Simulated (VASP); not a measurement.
# Sn (Fd-3m) in VASP: vibrations by perturbation theory with PBEsol

Aim: the vibrations by perturbation theory of Sn with PBEsol.

All numbers are computed with VASP 6.6.1; they aren't measurements. Logs are shortened: lines on timing, memory, paths and dates and some standing lists are left out, and cuts for length are marked.

### Step 1. The cell of the first run

It takes space group Fd-3m (No. 227, cubic). Conventional cell: a = 6.586 Å, b = 6.586 Å, c = 6.586 Å, α = 90.00°, β = 90.00°, γ = 90.00°. Within 3.8 Å of Sn (site symmetry -43m) lie 4 Sn at 2.85 Å.

This isn't the form of Sn at room conditions, which is tetragonal (white tin).

### Step 2. Vibrations by perturbation theory, PBEsol (35.71 Å³/atom)

The input, INCAR:

```
PREC = Accurate ; ENCUT = 520
EDIFF = 1E-8 ; ISMEAR = -1
SIGMA = 0.15 ; LREAL = F
LASPH = T ; NELM = 80
ALGO = Normal ; ISIF = 2
LWAVE = F ; LCHARG = F
GGA = PS ; IBRION = 8
NSW = 1
```

The input, KPOINTS:

```
Automatic mesh
0
Gamma
  12 12 12
```

The input, POSCAR:

```
Sn
1.0
    0.0000000000      3.2931516784      3.2931516784
    3.2931516784      0.0000000000      3.2931516784
    3.2931516784      3.2931516784      0.0000000000
Sn
2
Direct
    0.5000000000      0.5000000000      0.5000000000
    0.7500000000      0.7500000000      0.7500000000
```

Potentials or basis: VASP PAW PBE potentials, release 64 (Sn_d).

Started as:

```bash
$ cat potpaw_PBE.64/Sn_d/POTCAR > POTCAR
$ mpirun -np 1 vasp_std > vasp.out
```

OUTCAR:

```text
PREC = Accurate
   ENCUT = 520
   EDIFF = 1E-8
   ISMEAR = -1
   LREAL = F
   LASPH = T
   NELM = 80
   ISIF = 2
   GGA = PS
   IBRION = 8
   NSW = 1

 ion  position               nearest neighbor table
   1  0.500  0.500  0.500-   2 2.85   2 2.85   2 2.85   2 2.85
   2  0.750  0.750  0.750-   1 2.85   1 2.85   1 2.85   1 2.85

  LATTYP: Found a face centered cubic cell.
 ALAT       =     6.5863033568

  Lattice vectors:

 A1 = (   0.0000000000,   3.2931516784,   3.2931516784)
 A2 = (   3.2931516784,   0.0000000000,   3.2931516784)
 A3 = (   3.2931516784,   3.2931516784,   0.0000000000)

Analysis of symmetry for initial positions (statically):
=====================================================================
 Subroutine PRICEL returns:
 Original cell was already a primitive cell.

 Routine SETGRP: Setting up the symmetry group for a
 face centered cubic supercell.

 Subroutine GETGRP returns: Found 48 space group operations
 (whereof 24 operations were pure point group operations)
 out of a pool of 48 trial point group operations.

The static configuration has the point symmetry T_d .
 The point group associated with its full space group is O_h .

Analysis of symmetry for dynamics (positions and initial velocities):
=====================================================================
 Subroutine PRICEL returns:
 Original cell was already a primitive cell.

 Routine SETGRP: Setting up the symmetry group for a
 face centered cubic supercell.

 Subroutine GETGRP returns: Found 48 space group operations
 (whereof 24 operations were pure point group operations)
 out of a pool of 48 trial point group operations.

The dynamic configuration has the point symmetry T_d .
 The point group associated with its full space group is O_h .

 Subroutine INISYM returns: Found 48 space group operations
 (whereof 24 operations are pure point group operations),
 and found     1 'primitive' translations

----------------------------------------------------------------------------------------

                                     Primitive cell

  volume of cell :      71.4275

  direct lattice vectors                    reciprocal lattice vectors
     0.000000000  3.293151678  3.293151678    -0.151830237  0.151830237  0.151830237
     3.293151678  0.000000000  3.293151678     0.151830237 -0.151830237  0.151830237
     3.293151678  3.293151678  0.000000000     0.151830237  0.151830237 -0.151830237

  length of vectors
     4.657219767  4.657219767  4.657219767     0.262977685  0.262977685  0.262977685

  position of ions in fractional coordinates (direct lattice)
     0.500000000  0.500000000  0.500000000
     0.750000000  0.750000000  0.750000000

  ion indices of the primitive-cell ions
   primitive index   ion index
                 1           1
                 2           2

----------------------------------------------------------------------------------------

 KPOINTS: Automatic mesh

Automatic generation of k-mesh.
 Grid dimensions read from file:
 generate k-points for:   12   12   12

 Generating k-lattice:

  Cartesian coordinates                     Fractional coordinates (reciprocal lattice)
    -0.012652520  0.012652520  0.012652520     0.083333333  0.000000000  0.000000000
     0.012652520 -0.012652520  0.012652520     0.000000000  0.083333333  0.000000000
     0.012652520  0.012652520 -0.012652520     0.000000000  0.000000000  0.083333333

  Length of vectors
     0.021914807  0.021914807  0.021914807

  Shift w.r.t. Gamma in fractional coordinates (k-lattice)
     0.000000000  0.000000000  0.000000000

 Subroutine IBZKPT returns following result:
 ===========================================

 Found     72 irreducible k-points:

 Following reciprocal coordinates:
            Coordinates               Weight
  0.000000  0.000000  0.000000      1.000000
  0.083333  0.000000  0.000000      8.000000
  0.166667  0.000000  0.000000      8.000000
  0.250000  0.000000  0.000000      8.000000
  0.333333  0.000000  0.000000      8.000000
  0.416667  0.000000  0.000000      8.000000
[... 16 lines left out ...]
  0.500000  0.166667  0.000000     24.000000
 -0.416667  0.166667  0.000000     24.000000
 [... further k-points ...]
   k-points           NKPTS =     72   k-points in BZ     NKDIM =     72   number of bands    NBANDS=     18
   number of dos      NEDOS =    301   number of ions     NIONS =      2
   total plane-waves  NPLWV =  46656
   dimension x,y,z NGX =    36 NGY =   36 NGZ =   36
   dimension x,y,z NGXF=    72 NGYF=   72 NGZF=   72
   ions per type =               2
   NGX,Y,Z   is equivalent  to a cutoff of  12.85, 12.85, 12.85 a.u.
   NGXF,Y,Z  is equivalent  to a cutoff of  25.70, 25.70, 25.70 a.u.
 SYSTEM =  unknown system
   PREC   = accura    normal or accurate (medium, high low for compatibility)
   ISTART =      0    job   : 0-new  1-cont  2-samecut
   ICHARG =      2    charge: 1-file 2-atom 10-const
   ISPIN  =      1    spin polarized calculation?
   LNONCOLLINEAR =      F non collinear calculations
   LSORBIT =      F    spin-orbit coupling
   LASPH  =      T    aspherical Exc in radial PAW
   ENCUT  =  520.0 eV  38.22 Ry    6.18 a.u.   8.66  8.66  8.66*2*pi/ulx,y,z
   NELM   =     80;   NELMIN=  2; NELMDL= -5     # of ELM steps
   EDIFF  = 0.1E-07   stopping-criterion for ELM
   LREAL  =      F    real-space projection
   EDIFFG = 0.1E-06   stopping-criterion for IOM
   NSW    =      1    number of steps for IOM
   IBRION =      8    ionic relax: 0-MD 1-quasi-New 2-CG
   NFREE  =      0    steps in history (QN), initial steepest desc. (CG)
   ISIF   =      2    stress and relaxation
   ISYM   =      2    0-nonsym 1-usesym 2-fastsym
   POTIM  = 0.5000    time-step for ionic-motion
   TEBEG  =    0.0;   TEEND  =   0.0 temperature during run
   PSTRESS=    0.0 pullay stress
   NELECT =      28.0000    total number of electrons
   NUPDOWN=      -1.0000    fix difference up-down
   EMIN   =  10.00;   EMAX   =-10.00  energy-range for DOS
   EFERMI =   0.00;   METHOD = LEGACY
   ISMEAR =    -1;   SIGMA  =   0.15  broadening in eV -4-tet -1-fermi 0-gaus
   EFERMI_NEDOS =   21; number of points for ismear=-14 and -15
   IALGO  =     38    algorithm
   IMIX   =      4    mixing-type and parameters
     AMIX     =   0.40;   BMIX     =  1.00
     AMIX_MAG =   1.60;   BMIX_MAG =  1.00
  volume/ion in A,a.u.               =      35.71       241.01
  Fermi-wavevector in a.u.,A,eV,Ry     =   1.198135  2.264147 19.531539  1.435528
  Thomas-Fermi vector in A             =   2.334032
   LORBIT       =      0    0 simple, 1 ext, 2 COOP (PROOUT), +10 PAW based schemes
   GGA     = PS    functional components
   LHFCALC =     F    Hartree Fock is set to
   AEXX    =    0.0000 exact exchange contribution
   IVDW    =     0    specifies the selected vdW correction
   LEPSILON=     F    determine dielectric tensor
   LRPA    =     F    only Hartree local field effects (RPA)
 non-spin polarized calculation
  energy-cutoff  :      520.00
  volume of cell :       71.43
 maximum number of plane-waves:      1948
   NGX = 17   NGY = 17   NGZ = 17

--------------------------------------- Ionic step        1  -------------------------------------------

 number of electron      27.9999987 magnetization

 Free energy of the ion-electron system (eV)
  ---------------------------------------------------
  ext. energy  EPLUGINS =         0.00000000
  ---------------------------------------------------
  free energy    TOTEN  =        -8.46863797 eV

  energy without entropy =       -8.45172268  energy(sigma->0) =       -8.46018033

 E-fermi :   5.0547     XC(G=0):  -8.8746

 val. band max:        4.9835826426   @ k =   0.0833   0.0000   0.0000
 cond. band min:       5.0553139855   @ k =   0.3333   0.0000   0.0000
 fundamental gap:      0.0717313429
 Fermi energy:         5.0547124387

 k-point     1 :       0.0000    0.0000    0.0000
  band No.  band energies     occupation
      1     -16.4881      2.00000
      2     -16.4881      2.00000
      3     -16.4881      2.00000
      4     -16.4335      2.00000
      5     -16.4335      2.00000
      6     -16.1567      2.00000
[... 10 lines left out ...]
     17       7.1726      0.00000
     18       7.1726      0.00000
[... 466 lines left out ...]
      2     -16.5277      2.00000
      3     -16.4335      2.00000
      4     -16.3644      2.00000
      5     -16.3558      2.00000
      6     -16.2387      2.00000
[... 10 lines left out ...]
     17       8.9272      0.00000
     18      10.8889      0.00000

 [... further k-points ...]
[... 5 lines left out ...]
  --------------------------------------------------------------------------------------
  -------------------------------------------------------------------------------------
  Total       -0.3739635     -0.3739635     -0.3739635     -0.0000000      0.0000000     -0.0000000
  in kB       -8.3883129     -8.3883129     -8.3883129     -0.0000000      0.0000000     -0.0000000
  external PRESSURE =      -8.3883129 kB  Pullay stress =       0.0000000 kB

 VOLUME and BASIS-vectors are now :
 -----------------------------------------------------------------------------
  energy-cutoff  :      520.00
  volume of cell :       71.43
      direct lattice vectors                 reciprocal lattice vectors
     0.000000000  3.293151678  3.293151678    -0.151830237  0.151830237  0.151830237
     3.293151678  0.000000000  3.293151678     0.151830237 -0.151830237  0.151830237
     3.293151678  3.293151678  0.000000000     0.151830237  0.151830237 -0.151830237

 POSITION                                       TOTAL-FORCE (eV/Angst)
 -----------------------------------------------------------------------------------
      3.29315      3.29315      3.29315         0.000000      0.000000      0.000000
      4.93973      4.93973      4.93973        -0.000000     -0.000000     -0.000000
 -----------------------------------------------------------------------------------
    total drift:                                0.000000      0.000000      0.000000

  FREE ENERGIE OF THE ION-ELECTRON SYSTEM (eV)
  ---------------------------------------------------
  free  energy   TOTEN  =        -8.4686379734 eV

  energy  without entropy=       -8.4517226815  energy(sigma->0) =       -8.46018033

[... ionic steps 2 to 3 ...]

--------------------------------------- Ionic step        4  -------------------------------------------

 Free energy of the ion-electron system (eV)
  ---------------------------------------------------
  ---------------------------------------------------
  free energy    TOTEN  =        -0.22098715 eV

  energy without entropy =       -0.22098715

------------------------ aborting loop because EDIFF is reached ----------------------------------------

 INTERNAL STRAIN TENSOR  FOR ION    1  DIRECTION 1   (eV/Angst):
 -----------------------------------------------------------------------------
    -0.00696  0.00000  0.00000
     0.00000  0.00469  7.24997
     0.00000  7.24997  0.00469

 INTERNAL STRAIN TENSOR FOR ION    2 for displacements in x,y,z  (eV/Angst):
          X           Y           Z          XY          YZ          ZX
  --------------------------------------------------------------------------------
  x     0.00000    -0.00000    -0.00000     0.00000    -7.24997     0.00000
  y     0.00000     0.00000     0.00000     0.00000     0.00000    -7.24997
  z    -0.00000    -0.00000     0.00000    -7.24997     0.00000     0.00000

 SECOND DERIVATIVES (NOT SYMMETRIZED)
 ------------------------------------
               1X          1Y          1Z          2X          2Y          2Z
  1X    -6.831998    0.000000    0.000000    6.831998    0.000000    0.000000
  1Y     0.000000   -6.831998    0.000000    0.000000    6.831998    0.000000
  1Z     0.000000    0.000000   -6.831998    0.000000    0.000000    6.831998
  2X     6.831998    0.000000    0.000000   -6.831998    0.000000    0.000000
  2Y     0.000000    6.831998    0.000000    0.000000   -6.831998    0.000000
  2Z     0.000000    0.000000    6.831998    0.000000    0.000000   -6.831998

 Eigenvectors and eigenvalues of the dynamical matrix
 ----------------------------------------------------

   1 f  =    5.303907 THz    33.325433 2PiTHz  176.919305 cm-1    21.935188 meV
             X         Y         Z           dx          dy          dz
      3.293152  3.293152  3.293152     0.000000   -0.707107    0.000000
      4.939728  4.939728  4.939728     0.000000    0.707107    0.000000

   2 f  =    5.303907 THz    33.325433 2PiTHz  176.919305 cm-1    21.935188 meV
             X         Y         Z           dx          dy          dz
      3.293152  3.293152  3.293152    -0.707107    0.000000    0.000000
      4.939728  4.939728  4.939728     0.707107    0.000000    0.000000
[... 11 lines left out ...]
   5 f  =    0.000000 THz     0.000000 2PiTHz    0.000000 cm-1     0.000000 meV
             X         Y         Z           dx          dy          dz
      3.293152  3.293152  3.293152     0.000000    0.707107    0.000000
      4.939728  4.939728  4.939728     0.000000    0.707107    0.000000

   6 f  =    0.000000 THz     0.000000 2PiTHz    0.000000 cm-1     0.000000 meV
             X         Y         Z           dx          dy          dz
      3.293152  3.293152  3.293152     0.000000    0.000000    0.707107
      4.939728  4.939728  4.939728     0.000000    0.000000    0.707107

--------------------------------------------------------------------------------------------------------

 ELASTIC MODULI CONTR FROM IONIC RELAXATION (kBar)
 Direction    XX          YY          ZZ          XY          YZ          ZX
 --------------------------------------------------------------------------------
 XX          -0.0000     -0.0000     -0.0000     -0.0000      0.0000      0.0000
 YY          -0.0000     -0.0000     -0.0000     -0.0000     -0.0000      0.0000
 ZZ          -0.0000     -0.0000     -0.0000      0.0000     -0.0000      0.0000
 XY          -0.0000     -0.0000      0.0000   -172.5718      0.0000      0.0000
 YZ           0.0000     -0.0000     -0.0000      0.0000   -172.5718      0.0000
 ZX           0.0000      0.0000      0.0000      0.0000      0.0000   -172.5718
 --------------------------------------------------------------------------------
```

Wall time 16 min (1 thread of Oxide Virtual Turin-like, shared host); peak memory 0.73 GiB.

What came out:

- Highest phonon frequency at Γ: 177 cm⁻¹

Phonon frequencies in cm⁻¹ (negative: imaginary):
```
              q point        frequencies
(0.000, 0.000, 0.000)  0 0 0 177 177 177
```

Caveat: the PAW data sets were made with another functional, which shifts forces and pressure a little; spin-orbit coupling is left out, which moves the levels of the heavy elements.
